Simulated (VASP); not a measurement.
# AlO2 (Pnma) in VASP: single point with PBE

Aim: the single point of AlO2 with PBE.

Program: VASP 6.6.1. These are calculated values, not measurements. Logs are shortened: lines on timing, memory, paths and dates and some standing lists are left out, and cuts for length are marked.

### Step 1. The cell of the first run

Symmetry: Pnma, No. 62, orthorhombic system. Conventional cell: a = 9.440 Å, b = 2.840 Å, c = 4.420 Å, α = 90.00°, β = 90.00°, γ = 90.00°. Al (site symmetry m) has 6 O at 1.84 to 2.02 Å within 2.4 Å. Within 2.4 Å of O (site symmetry m) lie 3 Al at 1.84 to 1.86 Å. O (site symmetry m) has 3 Al at 1.98 to 2.02 Å and 3 O at 2.49 to 2.53 Å within 2.6 Å.

### Step 2. Single point, PBE, collinear spin, ferromagnetic start

INCAR

```
ALGO = Normal
EDIFF = 1E-6
ENCUT = 520
GGA = PE
ISIF = 2
ISMEAR = 0
ISPIN = 2
LASPH = True
LCHARG = False
LORBIT = 11
LREAL = False
LWAVE = False
MAGMOM = 0 0 0 0 1 1 1 1 1 1 1 1
NBANDS = 46
NELM = 150
PREC = Accurate
SIGMA = 0.1
```

KPOINTS

```
k-points
0
Gamma
  2 6 4
```

POSCAR

```
AlO2
1.0
    9.4400000000      0.0000000000      0.0000000000
    0.0000000000      2.8400000000      0.0000000000
    0.0000000000      0.0000000000      4.4200000000
Al O
4 8
Direct
    0.1460000000      0.2500000000      0.9520000000
    0.8540000000      0.7500000000      0.0480000000
    0.3540000000      0.7500000000      0.4520000000
    0.6460000000      0.2500000000      0.5480000000
    0.8010000000      0.2500000000      0.2870000000
    0.1990000000      0.7500000000      0.7130000000
    0.6990000000      0.7500000000      0.7870000000
    0.3010000000      0.2500000000      0.2130000000
    0.9440000000      0.2500000000      0.8020000000
    0.0560000000      0.7500000000      0.1980000000
    0.5560000000      0.7500000000      0.3020000000
    0.4440000000      0.2500000000      0.6980000000
```

Potentials or basis: VASP PAW PBE potentials, release 64 (Al, O).

Started as:

```console
$ cat potpaw_PBE.64/Al/POTCAR potpaw_PBE.64/O/POTCAR > POTCAR
$ mpirun -np 1 vasp_std > vasp.out
```

OUTCAR:

```text
EDIFF = 1E-6
   ENCUT = 520
   GGA = PE
   ISIF = 2
   ISMEAR = 0
   ISPIN = 2
   LASPH = True
   LORBIT = 11
   LREAL = False
   NELM = 150
   PREC = Accurate

 ion  position               nearest neighbor table
   1  0.146  0.250  0.952-   6 1.84   6 1.84   8 1.86  10 1.98  10 1.98   9 2.02   2 3.13   2 3.13
                             3 3.28   3 3.28   3 3.28   3 3.28
   2  0.854  0.750  0.048-   5 1.84   5 1.84   7 1.86   9 1.98   9 1.98  10 2.02   1 3.13   1 3.13
                             4 3.28   4 3.28   4 3.28   4 3.28
   3  0.354  0.750  0.452-   8 1.84   8 1.84   6 1.86  12 1.98  12 1.98  11 2.02   4 3.13   4 3.13
                             1 3.28   1 3.28   1 3.28   1 3.28
   4  0.646  0.250  0.548-   7 1.84   7 1.84   5 1.86  11 1.98  11 1.98  12 2.02   3 3.13   3 3.13
                             2 3.28   2 3.28   2 3.28   2 3.28
   5  0.801  0.250  0.287-   2 1.84   2 1.84   4 1.86
   6  0.199  0.750  0.713-   1 1.84   1 1.84   3 1.86
   7  0.699  0.750  0.787-   4 1.84   4 1.84   2 1.86
   8  0.301  0.250  0.213-   3 1.84   3 1.84   1 1.86
   9  0.944  0.250  0.802-   2 1.98   2 1.98   1 2.02
  10  0.056  0.750  0.198-   1 1.98   1 1.98   2 2.02
  11  0.556  0.750  0.302-   4 1.98   4 1.98   3 2.02
  12  0.444  0.250  0.698-   3 1.98   3 1.98   4 2.02

  LATTYP: Found a simple orthorhombic cell.
 ALAT       =     2.8400000000
 B/A-ratio  =     1.5563380282
 C/A-ratio  =     3.3239436620

  Lattice vectors:

 A1 = (   0.0000000000,   2.8400000000,   0.0000000000)
 A2 = (   0.0000000000,   0.0000000000,   4.4200000000)
 A3 = (   9.4400000000,   0.0000000000,   0.0000000000)

Analysis of symmetry for initial positions (statically):
=====================================================================
 Subroutine PRICEL returns:
 Original cell was already a primitive cell.

 Routine SETGRP: Setting up the symmetry group for a
 simple orthorhombic supercell.

 Subroutine GETGRP returns: Found  8 space group operations
 (whereof  2 operations were pure point group operations)
 out of a pool of  8 trial point group operations.

The static configuration has the point symmetry S_2 .
 The point group associated with its full space group is D_2h.

Analysis of symmetry for dynamics (positions and initial velocities):
=====================================================================
 Subroutine PRICEL returns:
 Original cell was already a primitive cell.

 Routine SETGRP: Setting up the symmetry group for a
 simple orthorhombic supercell.

 Subroutine GETGRP returns: Found  8 space group operations
 (whereof  2 operations were pure point group operations)
 out of a pool of  8 trial point group operations.

The dynamic configuration has the point symmetry S_2 .
 The point group associated with its full space group is D_2h.

Analysis of structural, dynamic, and magnetic symmetry:
=====================================================================
 Subroutine PRICEL returns:
 Original cell was already a primitive cell.

 Routine SETGRP: Setting up the symmetry group for a
 simple orthorhombic supercell.

 Subroutine GETGRP returns: Found  8 space group operations
 (whereof  2 operations were pure point group operations)
 out of a pool of  8 trial point group operations.

The overall configuration has the point symmetry S_2 .
 The point group associated with its full space group is D_2h.

 Subroutine INISYM returns: Found  8 space group operations
 (whereof  2 operations are pure point group operations),
 and found     1 'primitive' translations

----------------------------------------------------------------------------------------

                                     Primitive cell

  volume of cell :     118.4984

  direct lattice vectors                    reciprocal lattice vectors
     9.440000000  0.000000000  0.000000000     0.105932203  0.000000000  0.000000000
     0.000000000  2.840000000  0.000000000     0.000000000  0.352112676  0.000000000
     0.000000000  0.000000000  4.420000000     0.000000000  0.000000000  0.226244344

  length of vectors
     9.440000000  2.840000000  4.420000000     0.105932203  0.352112676  0.226244344

  position of ions in fractional coordinates (direct lattice)
     0.146000000  0.250000000  0.952000000
     0.854000000  0.750000000  0.048000000
     0.354000000  0.750000000  0.452000000
     0.646000000  0.250000000  0.548000000
[... 94 lines left out ...]
   EDIFF  = 0.1E-05   stopping-criterion for ELM
   LREAL  =      F    real-space projection
   EDIFFG = 0.1E-04   stopping-criterion for IOM
   NSW    =      0    number of steps for IOM
   IBRION =     -1    ionic relax: 0-MD 1-quasi-New 2-CG
   NFREE  =      0    steps in history (QN), initial steepest desc. (CG)
   ISIF   =      2    stress and relaxation
   ISYM   =      2    0-nonsym 1-usesym 2-fastsym
   POTIM  = 0.5000    time-step for ionic-motion
   TEBEG  =    0.0;   TEEND  =   0.0 temperature during run
   PSTRESS=    0.0 pullay stress
   NELECT =      60.0000    total number of electrons
   NUPDOWN=      -1.0000    fix difference up-down
   EMIN   =  10.00;   EMAX   =-10.00  energy-range for DOS
   EFERMI =   0.00;   METHOD = LEGACY
   ISMEAR =     0;   SIGMA  =   0.10  broadening in eV -4-tet -1-fermi 0-gaus
   EFERMI_NEDOS =   21; number of points for ismear=-14 and -15
   IALGO  =     38    algorithm
   IMIX   =      4    mixing-type and parameters
     AMIX     =   0.40;   BMIX     =  1.00
     AMIX_MAG =   1.60;   BMIX_MAG =  1.00
  volume/ion in A,a.u.               =       9.87        66.64
  Fermi-wavevector in a.u.,A,eV,Ry     =   1.304831  2.465774 23.165073  1.702585
  Thomas-Fermi vector in A             =   2.435741
   LORBIT       =     11    0 simple, 1 ext, 2 COOP (PROOUT), +10 PAW based schemes
   GGA     = PE    functional components
   LHFCALC =     F    Hartree Fock is set to
   AEXX    =    0.0000 exact exchange contribution
   IVDW    =     0    specifies the selected vdW correction
   LEPSILON=     F    determine dielectric tensor
   LRPA    =     F    only Hartree local field effects (RPA)
 spin polarized calculation
 Gauss-broadening in eV      SIGMA  =   0.10
  energy-cutoff  :      520.00
  volume of cell :      118.50
 maximum number of plane-waves:      3216
   NGX = 35   NGY = 11   NGZ = 17

 number of electron      60.0000009 magnetization       4.0001213

 Free energy of the ion-electron system (eV)
  ---------------------------------------------------
  ext. energy  EPLUGINS =         0.00000000
  ---------------------------------------------------
  free energy    TOTEN  =       -79.77590197 eV

  energy without entropy =      -79.75036988  energy(sigma->0) =      -79.76313593

 E-fermi :   3.4919     XC(G=0): -10.7351

 val. band max:        3.4913076886   @ k =   0.0000   0.0000   0.5000
 cond. band min:       3.5048413517   @ k =   0.0000   0.1667   0.0000
 fundamental gap:      0.0135336631
 Fermi energy:         3.4919108609

 spin component 1

 k-point     1 :       0.0000    0.0000    0.0000
  band No.  band energies     occupation
      1     -15.6911      1.00000
      2     -14.9890      1.00000
      3     -14.8774      1.00000
      4     -13.6364      1.00000
      5     -13.4852      1.00000
      6     -13.3521      1.00000
[... 1069 lines left out ...]
     41      17.2452      0.00000
     42      17.2452      0.00000
 Fermi energy:         3.4919108609

 spin component 2

 k-point     1 :       0.0000    0.0000    0.0000
  band No.  band energies     occupation
      1     -15.0468      1.00000
      2     -14.4126      1.00000
      3     -14.0745      1.00000
      4     -13.0226      1.00000
      5     -12.8568      1.00000
      6     -12.8238      1.00000
[... 1069 lines left out ...]
     41      17.4397      0.00000
     42      17.4397      0.00000
 [bands above 42 left out]

------------------------ aborting loop because EDIFF is reached ----------------------------------------

  FORCE on cell =-STRESS in cart. coord.  units (eV):
  Direction    XX          YY          ZZ          XY          YZ          ZX
  --------------------------------------------------------------------------------------
  -------------------------------------------------------------------------------------
  Total       -1.0872624      3.3410551     -2.6436897      0.0000000     -0.0000000      0.0000000
  in kB      -14.7005086     45.1732789    -35.7444363      0.0000000     -0.0000000      0.0000000
  external PRESSURE =      -1.7572220 kB  Pullay stress =       0.0000000 kB

 VOLUME and BASIS-vectors are now :
 -----------------------------------------------------------------------------
  energy-cutoff  :      520.00
  volume of cell :      118.50
      direct lattice vectors                 reciprocal lattice vectors
     9.440000000  0.000000000  0.000000000     0.105932203  0.000000000  0.000000000
     0.000000000  2.840000000  0.000000000     0.000000000  0.352112676  0.000000000
     0.000000000  0.000000000  4.420000000     0.000000000  0.000000000  0.226244344

 POSITION                                       TOTAL-FORCE (eV/Angst)
 -----------------------------------------------------------------------------------
      1.37824      0.71000      4.20784        -0.499020     -0.000000      0.177122
      8.06176      2.13000      0.21216         0.499020     -0.000000     -0.177122
      3.34176      2.13000      1.99784         0.499020     -0.000000      0.177122
      6.09824      0.71000      2.42216        -0.499020      0.000000     -0.177122
      7.56144      0.71000      1.26854        -0.488274     -0.000000      0.299165
      1.87856      2.13000      3.15146         0.488274      0.000000     -0.299165
      6.59856      2.13000      3.47854         0.488274     -0.000000      0.299165
      2.84144      0.71000      0.94146        -0.488274      0.000000     -0.299165
      8.91136      0.71000      3.54484         0.567440      0.000000      1.047329
      0.52864      2.13000      0.87516        -0.567440     -0.000000     -1.047329
      5.24864      2.13000      1.33484        -0.567440     -0.000000      1.047329
      4.19136      0.71000      3.08516         0.567440      0.000000     -1.047329
 -----------------------------------------------------------------------------------
    total drift:                                0.000000     -0.000000     -0.000000

  FREE ENERGIE OF THE ION-ELECTRON SYSTEM (eV)
  ---------------------------------------------------
  free  energy   TOTEN  =       -79.7759019728 eV

  energy  without entropy=      -79.7503698772  energy(sigma->0) =      -79.76313593

 total charge

# of ion       s       p       d       tot
------------------------------------------
    1        0.313   0.395   0.000   0.708
    2        0.313   0.395   0.000   0.708
    3        0.313   0.395   0.000   0.708
    4        0.313   0.395   0.000   0.708
    5        1.561   3.547   0.000   5.108
    6        1.561   3.547   0.000   5.108
    7        1.561   3.547   0.000   5.108
    8        1.561   3.547   0.000   5.108
    9        1.584   3.352   0.000   4.935
   10        1.584   3.352   0.000   4.935
   11        1.584   3.352   0.000   4.935
   12        1.584   3.352   0.000   4.935
--------------------------------------------------
tot         13.830  29.177   0.000  43.007

 magnetization (x)

# of ion       s       p       d       tot
------------------------------------------
    1       -0.007  -0.006   0.000  -0.013
    2       -0.007  -0.006   0.000  -0.013
    3       -0.007  -0.006   0.000  -0.013
    4       -0.007  -0.006   0.000  -0.013
    5        0.005   0.258   0.000   0.262
    6        0.005   0.258   0.000   0.262
    7        0.005   0.258   0.000   0.262
    8        0.005   0.258   0.000   0.262
    9        0.009   0.588   0.000   0.597
   10        0.009   0.588   0.000   0.597
   11        0.009   0.588   0.000   0.597
   12        0.009   0.588   0.000   0.597
--------------------------------------------------
tot          0.026   3.359   0.000   3.384
```

It took 4.6 min on 1 thread of Intel Xeon Platinum 8259CL at 2.50GHz (Skylake/Cascade Lake), shared host; peak memory 0.37 GiB.

Results:

```
Free energy                                           : -79.7759 eV
Pressure                                              : -0.2 GPa
Largest force                                         : 1.191 eV/Å
Band gap on the k mesh                                : zero (filled and empty bands overlap)
Net moment                                            : 4.00 μB per cell
Site moments                                          : Al -0.01; O +0.26, +0.60 μB
Valence electrons inside the program's atomic spheres : Al 0.71; O 5.11, 4.93
```

Forces on the atoms (eV/Å):
```
Al  -0.499  0.000  0.177
Al   0.499  0.000 -0.177
Al   0.499  0.000  0.177
Al  -0.499  0.000 -0.177
O   -0.488  0.000  0.299
O    0.488  0.000 -0.299
O    0.488  0.000  0.299
O   -0.488  0.000 -0.299
O    0.567  0.000  1.047
O   -0.567  0.000 -1.047
O   -0.567  0.000  1.047
O    0.567  0.000 -1.047
```

Stress tensor (GPa, compression positive):
```
-1.47  0.00  0.00
 0.00  4.52  0.00
 0.00  0.00 -3.57
```

Levels at points of the mesh, in eV from the Fermi level:
Spin up:
| k point | band 30 | band 31 | band 32 | band 33 | band 34 | band 35 |
| --- | --- | --- | --- | --- | --- | --- |
| (0.00, 0.00, 0.00) | -0.38 | -0.38 | -0.22 | 6.57 | 8.72 | 9.36 |
| (0.50, 0.00, 0.00) | -0.78 | -0.41 | -0.41 | 7.40 | 7.40 | 9.81 |
| (0.00, 0.50, 0.00) | -1.19 | -0.72 | -0.72 | 10.19 | 10.19 | 11.01 |
| (0.50, 0.50, 0.00) | -0.95 | -0.95 | -0.95 | 10.74 | 10.74 | 10.74 |
| (0.00, 0.00, 0.50) | -0.83 | -0.76 | -0.76 | 8.62 | 8.62 | 9.86 |
| (0.50, 0.00, 0.50) | -0.86 | -0.70 | -0.70 | 8.97 | 8.97 | 9.42 |
| (0.00, 0.50, 0.50) | -1.02 | -0.82 | -0.82 | 10.18 | 10.18 | 10.49 |
| (0.50, 0.50, 0.50) | -0.90 | -0.90 | -0.90 | 10.53 | 10.53 | 10.53 |
Spin down:
```
           k point  band 24  band 25  band 26  band 27  band 28  band 29  band 30  band 31  band 32  band 33
(0.00, 0.00, 0.00)    -0.92    -0.77    -0.45    -0.11     0.13     0.13     0.67     1.04     1.09     6.85
(0.50, 0.00, 0.00)    -0.91    -0.68    -0.68     0.14     0.14     0.28     0.28     1.01     1.01     7.72
(0.00, 0.50, 0.00)    -1.27    -0.92    -0.92    -0.69    -0.69     0.16     0.16     0.52     0.52    10.31
(0.50, 0.50, 0.00)    -1.37    -0.87    -0.87    -0.87    -0.87     0.35     0.35     0.35     0.35    10.93
(0.00, 0.00, 0.50)    -0.91    -0.83    -0.83     0.00     0.00     0.07     0.07     0.71     0.71     8.95
(0.50, 0.00, 0.50)    -0.88    -0.86    -0.86    -0.23    -0.23     0.06     0.06     0.76     0.76     9.31
(0.00, 0.50, 0.50)    -1.06    -0.92    -0.92    -0.21    -0.21     0.06     0.06     0.57     0.57    10.38
(0.50, 0.50, 0.50)    -1.32    -0.59    -0.59    -0.59    -0.59     0.42     0.42     0.42     0.42    10.74
```

Caveat: the k points lie up to 0.37 Å⁻¹ apart; forces of over 1 eV/Å act on the atoms, so gaps and moduli don't describe the material at rest.
